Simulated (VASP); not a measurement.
# CsMgBiO3 in VASP: further runs

CsMgBiO3 is run at these levels: PBE, r2SCAN; tasks: single point.

All numbers are computed with VASP 6.6.1; they aren't measurements. Logs are shortened: lines on timing, memory, paths and dates and some standing lists are left out, and cuts for length are marked.

### 1 The cell of the first run

The typed cell holds 6 atoms: a = 5.323 Å, b = 5.323 Å, c = 5.323 Å, α = 74.73°, β = 74.73°, γ = 74.73°.

### 2 Single point, PBE

File INCAR:

```
SYSTEM = CsMgBiO3
ALGO = Normal ; EDIFF = 1E-7
ENCUT = 520 ; GGA = PE
ISIF = 2 ; ISMEAR = -1
KPAR = 4 ; LASPH = .True.
LCHARG = .False. ; LREAL = .False.
LWAVE = .False. ; NBANDS = 31
NELM = 100 ; PREC = Accurate
SIGMA = 0.05
```

File KPOINTS:

```
k-points
0
Gamma
  9 9 9
  0 0 0
```

File POSCAR:

```
CsMgBiO3
1.0
    3.2305168867      1.8651397941      3.7970092083
   -3.2305168867      1.8651397941      3.7970092083
    0.0000000000     -3.7302795883      3.7970092083
Bi Cs Mg O
1 1 1 3
Direct
    0.5589640000      0.5610120000      0.5647610000
    0.9123960000      0.9229450000      0.9136920000
    0.3025430000      0.3038630000      0.2952010000
    0.9837550000      0.4948590000      0.4886160000
    0.4888060000      0.4865300000      0.9877500000
    0.4825910000      0.9795620000      0.4935010000
```

Potentials or basis: VASP PAW PBE potentials, release 64 (Bi_d, Cs_sv, Mg, O).

Run with:

```console
$ cat potpaw_PBE.64/Bi_d/POTCAR potpaw_PBE.64/Cs_sv/POTCAR potpaw_PBE.64/Mg/POTCAR potpaw_PBE.64/O/POTCAR > POTCAR
$ mpirun -np 4 vasp_std > vasp.out
```

OUTCAR:

```text
SYSTEM = CsMgBiO3
   EDIFF = 1E-7
   ENCUT = 520
   GGA = PE
   ISIF = 2
   ISMEAR = -1
   LASPH = .True.
   LREAL = .False.
   NELM = 100
   PREC = Accurate

 ion  position               nearest neighbor table
   1  0.559  0.561  0.565-   6 2.11   5 2.13   4 2.14   3 2.97   3 3.77
   2  0.912  0.923  0.914-
   3  0.303  0.304  0.295-   5 1.85   4 1.92   6 1.93   1 2.97   1 3.77
   4  0.984  0.495  0.489-   3 1.92   1 2.14
   5  0.489  0.487  0.988-   3 1.85   1 2.13
   6  0.483  0.980  0.494-   3 1.93   1 2.11

  LATTYP: Found a trigonal (rhomboedric) cell.
 ALAT       =     5.3228060959
 COS(alpha) =     0.2632964959

  Lattice vectors:

 A1 = (   3.2305168867,   1.8651397941,   3.7970092083)
 A2 = (  -3.2305168867,   1.8651397941,   3.7970092083)
 A3 = (   0.0000000000,  -3.7302795883,   3.7970092083)

Analysis of symmetry for initial positions (statically):
=====================================================================
 Subroutine PRICEL returns:
 Original cell was already a primitive cell.

 Routine SETGRP: Setting up the symmetry group for a
 trigonal (rhombohedral) supercell.

 Subroutine GETGRP returns: Found  1 space group operations
 (whereof  1 operations were pure point group operations)
 out of a pool of 12 trial point group operations.

The static configuration has the point symmetry C_1 .

Analysis of symmetry for dynamics (positions and initial velocities):
=====================================================================
 Subroutine PRICEL returns:
 Original cell was already a primitive cell.

 Routine SETGRP: Setting up the symmetry group for a
 trigonal (rhombohedral) supercell.

 Subroutine GETGRP returns: Found  1 space group operations
 (whereof  1 operations were pure point group operations)
 out of a pool of 12 trial point group operations.

The dynamic configuration has the point symmetry C_1 .

 Subroutine INISYM returns: Found  1 space group operations
 (whereof  1 operations are pure point group operations),
 and found     1 'primitive' translations

----------------------------------------------------------------------------------------

                                     Primitive cell

  volume of cell :     137.2702

  direct lattice vectors                    reciprocal lattice vectors
     3.230516887  1.865139794  3.797009208     0.154773994  0.089358807  0.087788392
    -3.230516887  1.865139794  3.797009208    -0.154773994  0.089358807  0.087788392
     0.000000000 -3.730279588  3.797009208     0.000000000 -0.178717614  0.087788392

  length of vectors
     5.322806096  5.322806096  5.322806096     0.199115010  0.199115010  0.199115010

  position of ions in fractional coordinates (direct lattice)
     0.558964000  0.561012000  0.564761000
     0.912396000  0.922945000  0.913692000
     0.302543000  0.303863000  0.295201000
     0.983755000  0.494859000  0.488616000
     0.488806000  0.486530000  0.987750000
     0.482591000  0.979562000  0.493501000

  ion indices of the primitive-cell ions
   primitive index   ion index
                 1           1
                 2           2
                 3           3
                 4           4
                 5           5
                 6           6

----------------------------------------------------------------------------------------

 KPOINTS: k-points

Automatic generation of k-mesh.
 Grid dimensions read from file:
 generate k-points for:    9    9    9

 Generating k-lattice:

  Cartesian coordinates                     Fractional coordinates (reciprocal lattice)
     0.017197110  0.009928756  0.009754266     0.111111111  0.000000000  0.000000000
    -0.017197110  0.009928756  0.009754266     0.000000000  0.111111111  0.000000000
     0.000000000 -0.019857513  0.009754266     0.000000000  0.000000000  0.111111111

  Length of vectors
     0.022123890  0.022123890  0.022123890

  Shift w.r.t. Gamma in fractional coordinates (k-lattice)
     0.000000000  0.000000000  0.000000000

 Subroutine IBZKPT returns following result:
 ===========================================

 Found    365 irreducible k-points:

 Following reciprocal coordinates:
            Coordinates               Weight
  0.000000  0.000000  0.000000      1.000000
  0.111111 -0.000000 -0.000000      2.000000
 -0.000000  0.111111 -0.000000      2.000000
 -0.000000 -0.000000  0.111111      2.000000
  0.222222 -0.000000  0.000000      2.000000
 -0.000000  0.222222  0.000000      2.000000
[... 16 lines left out ...]
  0.333333  0.111111  0.000000      2.000000
 -0.333333  0.000000 -0.111111      2.000000
 [... further k-points ...]
   k-points           NKPTS =    365   k-points in BZ     NKDIM =    365   number of bands    NBANDS=     31
   number of dos      NEDOS =    301   number of ions     NIONS =      6
   total plane-waves  NPLWV =  64000
   dimension x,y,z NGX =    40 NGY =   40 NGZ =   40
   dimension x,y,z NGXF=    80 NGYF=   80 NGZF=   80
[... 30 lines left out ...]
   IALGO  =     38    algorithm
   IMIX   =      4    mixing-type and parameters
     AMIX     =   0.40;   BMIX     =  1.00
     AMIX_MAG =   1.60;   BMIX_MAG =  1.00
  volume/ion in A,a.u.               =      22.88       154.39
  Fermi-wavevector in a.u.,A,eV,Ry     =   1.120384  2.117219 17.078858  1.255261
  Thomas-Fermi vector in A             =   2.257030
   LORBIT       =      0    0 simple, 1 ext, 2 COOP (PROOUT), +10 PAW based schemes
   GGA     = PE    functional components
   LHFCALC =     F    Hartree Fock is set to
   AEXX    =    0.0000 exact exchange contribution
   IVDW    =     0    specifies the selected vdW correction
   LEPSILON=     F    determine dielectric tensor
   LRPA    =     F    only Hartree local field effects (RPA)
 non-spin polarized calculation
  energy-cutoff  :      520.00
  volume of cell :      137.27
 maximum number of plane-waves:      3720
   NGX = 19   NGY = 19   NGZ = 19

 number of electron      44.0000003 magnetization

 Free energy of the ion-electron system (eV)
  ---------------------------------------------------
  ext. energy  EPLUGINS =         0.00000000
  ---------------------------------------------------
  free energy    TOTEN  =       -30.49938326 eV

  energy without entropy =      -30.49938326  energy(sigma->0) =      -30.49938326

 E-fermi :   2.6591     XC(G=0):  -8.4261

 val. band max:        1.6312419649   @ k =   0.4444   0.4444  -0.4444
 cond. band min:       4.1440111490   @ k =  -0.4444   0.4444   0.4444
 fundamental gap:      2.5127691840
 Fermi energy:         2.6591165896

 k-point     1 :       0.0000    0.0000    0.0000
  band No.  band energies     occupation
      1     -20.5958      2.00000
      2     -20.5745      2.00000
      3     -20.4170      2.00000
      4     -20.3756      2.00000
      5     -20.3673      2.00000
      6     -18.8868      2.00000
[... 23 lines left out ...]
     30       9.3663      0.00000
     31       9.4141      0.00000

 k-point     2 :       0.1111   -0.0000   -0.0000
  band No.  band energies     occupation
      1     -20.5958      2.00000
      2     -20.5737      2.00000
      3     -20.4171      2.00000
      4     -20.3757      2.00000
      5     -20.3673      2.00000
      6     -18.8850      2.00000
[... 23 lines left out ...]
     30       9.3874      0.00000
     31       9.5520      0.00000

 k-point     3 :      -0.0000    0.1111   -0.0000
  band No.  band energies     occupation
      1     -20.5951      2.00000
      2     -20.5744      2.00000
      3     -20.4170      2.00000
      4     -20.3757      2.00000
      5     -20.3673      2.00000
      6     -18.8850      2.00000
[... 23 lines left out ...]
     30       9.4212      0.00000
     31       9.5179      0.00000

 k-point     4 :      -0.0000   -0.0000    0.1111
  band No.  band energies     occupation
      1     -20.5954      2.00000
      2     -20.5741      2.00000
      3     -20.4171      2.00000
      4     -20.3756      2.00000
      5     -20.3673      2.00000
      6     -18.8850      2.00000
[... 635 lines left out ...]
     30       9.3410      0.00000
     31       9.6942      0.00000

 k-point    23 :       0.3333    0.1111    0.0000
  band No.  band energies     occupation
      1     -20.5948      2.00000
      2     -20.5690      2.00000
      3     -20.4175      2.00000
      4     -20.3759      2.00000
      5     -20.3678      2.00000
      6     -18.8748      2.00000
[... 23 lines left out ...]
     30       9.3020      0.00000
     31       9.8378      0.00000

 k-point    24 :      -0.3333    0.0000   -0.1111
  band No.  band energies     occupation
      1     -20.5951      2.00000
      2     -20.5686      2.00000
      3     -20.4175      2.00000
      4     -20.3761      2.00000
      5     -20.3675      2.00000
      6     -18.8748      2.00000
[... 23 lines left out ...]
     30       9.2892      0.00000
     31       9.8502      0.00000

 [... further k-points ...]
[... 5 lines left out ...]
  --------------------------------------------------------------------------------------
  -------------------------------------------------------------------------------------
  Total       -1.0206291      0.1675468      0.0782865     -0.1164774      0.1293079     -0.2751674
  in kB      -11.9124814      1.9555563      0.9137364     -1.3594894      1.5092432     -3.2116725
  external PRESSURE =      -3.0143962 kB  Pullay stress =       0.0000000 kB

 VOLUME and BASIS-vectors are now :
 -----------------------------------------------------------------------------
  energy-cutoff  :      520.00
  volume of cell :      137.27
      direct lattice vectors                 reciprocal lattice vectors
     3.230516887  1.865139794  3.797009208     0.154773994  0.089358807  0.087788392
    -3.230516887  1.865139794  3.797009208    -0.154773994  0.089358807  0.087788392
     0.000000000 -3.730279588  3.797009208     0.000000000 -0.178717614  0.087788392

 POSITION                                       TOTAL-FORCE (eV/Angst)
 -----------------------------------------------------------------------------------
     -0.00662     -0.01780      6.39696         0.174453      0.094891      0.985451
     -0.03408      0.01484     10.43810         0.071479     -0.032401     -0.051786
     -0.00426      0.02985      3.42341        -0.015784     -0.876289     -0.099646
      1.57939      0.93515      7.46959        -0.387262     -0.251490     -0.381470
      0.00735     -1.86545      7.45386         0.007719      1.136696     -0.231330
     -1.60547      0.88622      7.42564         0.149395     -0.071407     -0.221219
 -----------------------------------------------------------------------------------
    total drift:                               -0.000028      0.000894     -0.000092

  FREE ENERGIE OF THE ION-ELECTRON SYSTEM (eV)
  ---------------------------------------------------
  free  energy   TOTEN  =       -30.4993832598 eV

  energy  without entropy=      -30.4993832597  energy(sigma->0) =      -30.49938326
```

Run time: 9.1 min. Hardware: 4 MPI ranks of Intel Xeon Platinum 8259CL at 2.50GHz (Skylake/Cascade Lake), shared host; peak memory 1.4 GiB.

What came out:

```yaml
Free_energy: -30.4994 eV
Pressure: -0.3 GPa
Largest_force: 1.160 eV/Å
Band_gap_on_the_k_mesh: 2.51 eV
```

Forces on the atoms (eV/Å):
```
Bi   0.174  0.095  0.985
Cs   0.071 -0.032 -0.052
Mg  -0.016 -0.876 -0.100
O   -0.387 -0.251 -0.381
O    0.008  1.137 -0.231
O    0.149 -0.071 -0.221
```

Stress tensor (GPa, compression positive):
```
-1.19 -0.14 -0.32
-0.14  0.20  0.15
-0.32  0.15  0.09
```

Levels at points of the mesh, in eV from the valence-band top:
```
           k point  band 18  band 19  band 20  band 21  band 22  band 23  band 24  band 25  band 26  band 27
(0.00, 0.00, 0.00)    -1.57    -1.52    -1.14    -1.13    -0.73     3.11     4.79     4.83     5.39     5.50
```

Caveat: spin-orbit coupling is left out, which moves the levels of the heavy elements; an odd mesh through Γ misses points on the zone boundary, where band edges can lie; forces of over 1 eV/Å act on the atoms, so gaps and moduli don't describe the material at rest.

### 3 Single point, r2SCAN

This run uses another cell than the first one, of 14.47 Å³/atom.

File POSCAR:

```
CsMgBiO3
1.0
    2.8951183844      1.6714973785      2.9905883518
   -2.8951183844      1.6714973785      2.9905883518
    0.0000000000     -3.3429947571      2.9905883518
Bi Cs Mg O
1 1 1 3
Direct
    0.5441011012      0.5441011012      0.5441011012
    0.9317076690      0.9317076690      0.9317076690
    0.2416229550      0.2416229550      0.2416229550
    1.0198953784      0.5062336882      0.5062336882
    0.5062336882      0.5062336882      1.0198953784
    0.5062336882      1.0198953784      0.5062336882
```

File INCAR.step1:

```
SYSTEM = CsMgBiO3
ALGO     = Normal         ! electronic algorithm
EDIFF    = 1E-4           ! SCF threshold, eV
ENCUT    = 520            ! plane-wave cutoff, eV
GGA      = PE             ! functional
ISMEAR   = -1             ! smearing method
LASPH    = .TRUE.         ! aspherical terms in the spheres
LCHARG   = .FALSE.        ! write CHGCAR
LREAL    = .FALSE.        ! projectors in reciprocal space
LWAVE    = .TRUE.         ! write WAVECAR
NBANDS   = 31             ! bands
NELM     = 80             ! most SCF steps
PREC     = Accurate       ! precision mode
SIGMA    = 0.05           ! smearing width, eV
```

File INCAR.step2:

```
SYSTEM = CsMgBiO3
ALGO     = Normal         ! electronic algorithm
EDIFF    = 1E-7           ! SCF threshold, eV
ENCUT    = 520            ! plane-wave cutoff, eV
ISIF     = 2              ! what is computed and relaxed
ISMEAR   = -1             ! smearing method
ISTART   = 1            
LASPH    = .TRUE.         ! aspherical terms in the spheres
LCHARG   = .FALSE.        ! write CHGCAR
LMIXTAU  = .TRUE.       
LREAL    = .FALSE.        ! projectors in reciprocal space
LWAVE    = .FALSE.        ! write WAVECAR
METAGGA  = R2SCAN         ! meta-GGA
NBANDS   = 31             ! bands
NELM     = 80             ! most SCF steps
PREC     = Accurate       ! precision mode
SIGMA    = 0.05           ! smearing width, eV
```

File KPOINTS:

```
k-points
0
G
  6 6 6
  0 0 0
```

Potentials or basis: VASP PAW PBE potentials, release 64 (Bi_d, Cs_sv, Mg, O).

Run with:

```console
$ cat potpaw_PBE.64/Bi_d/POTCAR potpaw_PBE.64/Cs_sv/POTCAR potpaw_PBE.64/Mg/POTCAR potpaw_PBE.64/O/POTCAR > POTCAR
$ cp INCAR.step1 INCAR
$ mpirun -np 1 vasp_std > vasp.out
$ cp INCAR.step2 INCAR
$ mpirun -np 1 vasp_std > vasp.out
```

Run time: 6.9 min. Hardware: 1 thread of Oxide Virtual Turin-like, shared host; peak memory 0.24 GiB.

It converged, with:

```
Free energy   : -112.8858 eV
Pressure      : 30.6 GPa
Largest force : 0.193 eV/Å
```

Forces in eV/Å, atoms in the order of the input:
```
Bi   0.000  0.000 -0.193
Cs   0.000  0.000  0.011
Mg   0.000  0.000  0.040
O    0.052  0.030  0.047
O    0.000 -0.060  0.047
O   -0.052  0.030  0.047
```

Stress tensor (GPa, compression positive):
```
30.75  0.00  0.00
 0.00 30.75  0.00
 0.00  0.00 30.44
```

Levels at points of the mesh, in eV from the Fermi level:
| k point | band 19 | band 20 | band 21 | band 22 | band 23 | band 24 | band 25 | band 26 |
| --- | --- | --- | --- | --- | --- | --- | --- | --- |
| (0.00, 0.00, 0.00) | -5.58 | -4.48 | -4.44 | -4.44 | 0.21 | 1.28 | 1.28 | 4.29 |
| (0.50, 0.00, 0.00) | -5.49 | -4.88 | -4.66 | -2.77 | 0.90 | 2.28 | 2.62 | 3.96 |
| (0.50, 0.50, 0.00) | -5.12 | -4.65 | -4.41 | -1.26 | 1.17 | 1.71 | 2.47 | 3.41 |
| (0.50, 0.50, 0.50) | -4.45 | -4.45 | -4.11 | 0.02 | 0.04 | 0.04 | 0.93 | 2.47 |

Caveat: the cell stands under pressure; the PAW data sets were made with another functional, which shifts forces and pressure a little; spin-orbit coupling is left out, which moves the levels of the heavy elements.

### 4 Single point, r2SCAN

This run uses another cell than the first one, of 15.60 Å³/atom.

File POSCAR:

```
CsMgBiO3
1.0
    2.9686473937      1.7139493719      3.0652726466
   -2.9686473937      1.7139493719      3.0652726466
    0.0000000000     -3.4278987438      3.0652726466
Bi Cs Mg O
1 1 1 3
Direct
    0.5472273425      0.5472273425      0.5472273425
    0.9327247139      0.9327247139      0.9327247139
    0.2514246887      0.2514246887      0.2514246887
    1.0112801009      0.5035688170      0.5035688170
    0.5035688170      0.5035688170      1.0112801009
    0.5035688170      1.0112801009      0.5035688170
```

File INCAR.step1:

```
PREC = Accurate
ENCUT = 520
ISMEAR = -1
SIGMA = 0.05
LREAL = F
LASPH = T
NELM = 60
NBANDS = 31
GGA = PE
ALGO = Normal
EDIFF = 1E-4
LWAVE = T
LCHARG = F
```

File INCAR.step2:

```
PREC = Accurate
ENCUT = 520
EDIFF = 1E-6
ISMEAR = -1
SIGMA = 0.05
LREAL = F
LASPH = T
NELM = 60
ALGO = Normal
ISIF = 2
LWAVE = F
LCHARG = F
METAGGA = R2SCAN
LMIXTAU = T
NBANDS = 31
ISTART = 1
```

File KPOINTS:

```
Automatic mesh
0
Gamma
  6 6 6
```

Run with:

```console
$ cat potpaw_PBE.64/Bi_d/POTCAR potpaw_PBE.64/Cs_sv/POTCAR potpaw_PBE.64/Mg/POTCAR potpaw_PBE.64/O/POTCAR > POTCAR
$ cp INCAR.step1 INCAR
$ mpirun -np 1 vasp_std > vasp.out
$ cp INCAR.step2 INCAR
$ mpirun -np 1 vasp_std > vasp.out
```

Wall time 7.8 min (1 thread of Oxide Virtual Turin-like, shared host); peak memory 0.25 GiB.

It converged, with:

| Quantity | Value |
| --- | --- |
| Free energy | -113.9433 eV |
| Pressure | 20.5 GPa |
| Largest force | 0.212 eV/Å |
| Band gap on the k mesh | 0.64 eV (least direct gap 0.66 eV) |

Forces on the atoms (eV/Å):
```
Bi   0.000  0.000 -0.212
Cs   0.000  0.000  0.006
Mg   0.000  0.000  0.053
O    0.064  0.037  0.051
O    0.000 -0.074  0.051
O   -0.064  0.037  0.051
```

Stress tensor (GPa, compression positive):
```
20.63  0.00  0.00
 0.00 20.63  0.00
 0.00  0.00 20.26
```

Levels at points of the mesh, in eV from the valence-band top:
```csv
k point,band 19,band 20,band 21,band 22,band 23,band 24,band 25,band 26
"(0.00, 0.00, 0.00)",-4.80,-3.86,-3.86,-3.81,0.64,1.97,1.97,4.64
"(0.50, 0.00, 0.00)",-4.75,-4.21,-4.03,-2.53,1.36,2.95,3.11,4.42
"(0.50, 0.50, 0.00)",-4.59,-4.05,-3.82,-1.18,1.67,2.24,2.83,3.90
"(0.50, 0.50, 0.50)",-3.87,-3.87,-3.49,0.00,0.66,0.66,1.26,2.67
```

Caveat: the cell stands under pressure; the PAW data sets were made with another functional, which shifts forces and pressure a little; spin-orbit coupling is left out, which moves the levels of the heavy elements.

### 5 Summary

```tsv
level	cell	k mesh	gap on the mesh (eV)	pressure (GPa)	largest force (eV/Å)
PBE	a = 5.323 Å, angles 74.7°, 6 atoms, atomic positions A	9 × 9 × 9	2.51	-0.3	1.16
r2SCAN	a = 4.485 Å, angles 80.4°, 6 atoms, atomic positions B	6 × 6 × 6	-	30.6	0.19
r2SCAN	a = 4.599 Å, angles 80.4°, 6 atoms, atomic positions C	6 × 6 × 6	0.64	20.5	0.21
```

Alike in all rows: task single point; potentials or basis VASP PAW PBE potentials, release 64 (Bi_d, Cs_sv, Mg, O); no spin polarisation; cutoff (eV) 520; smearing fermi-dirac 0.05 eV.

Caveats: spin-orbit coupling is left out, which moves the levels of the heavy elements; the cell stands under pressure (at least some runs); the PAW data sets were made with another functional, which shifts forces and pressure a little (at least some runs); an odd mesh through Γ misses points on the zone boundary, where band edges can lie (at least some runs); forces of over 1 eV/Å act on the atoms, so gaps and moduli don't describe the material at rest (at least some runs).

Total energies depend on the potentials used, so only differences within one code and one set of settings carry meaning.
